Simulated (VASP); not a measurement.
# Co: single point with PBE

Co:

```
CELL_PARAMETERS angstrom
2.50540 0.00000 0.00000
-1.25270 2.16974 0.00000
0.00000 0.00000 4.08930
ATOMIC_POSITIONS crystal
Co 0.33333 0.66667 0.25000
Co 0.66667 0.33333 0.75000
```

```yaml
Program: VASP 6.6.1
Task: single point
Functional: PBE
Potentials_or_basis: VASP PAW PBE potentials, release 64 (Co)
Cutoff: 520 eV
k_mesh: 11 × 11 × 6
Occupations: fermi-dirac, width 0.05 eV
Spin: collinear spin, ferromagnetic start
Starting_moments: "[1.37, 1.37] μB"
Fixed_moment: 2.74 μB
Dipole_correction: no
Further_INCAR_settings: ALGO = Normal; EDIFF = 1e-06; NBANDS = 20
```

```
Pressure                                              : -8.6 GPa
Net moment                                            : 2.74 μB per cell
Site moments                                          : Co +1.40 μB
Valence electrons inside the program's atomic spheres : Co 8.23
```

Stress tensor (GPa, compression positive):
```
 -7.04   0.00   0.00
  0.00  -7.04   0.00
  0.00   0.00 -11.65
```

Run time: 55 s on 1 thread of Intel Xeon 8259CL (shared host), peak memory 0.17 GiB.

Caveat: the cell stands under tension; the total moment is fixed, so each spin has its own Fermi level.
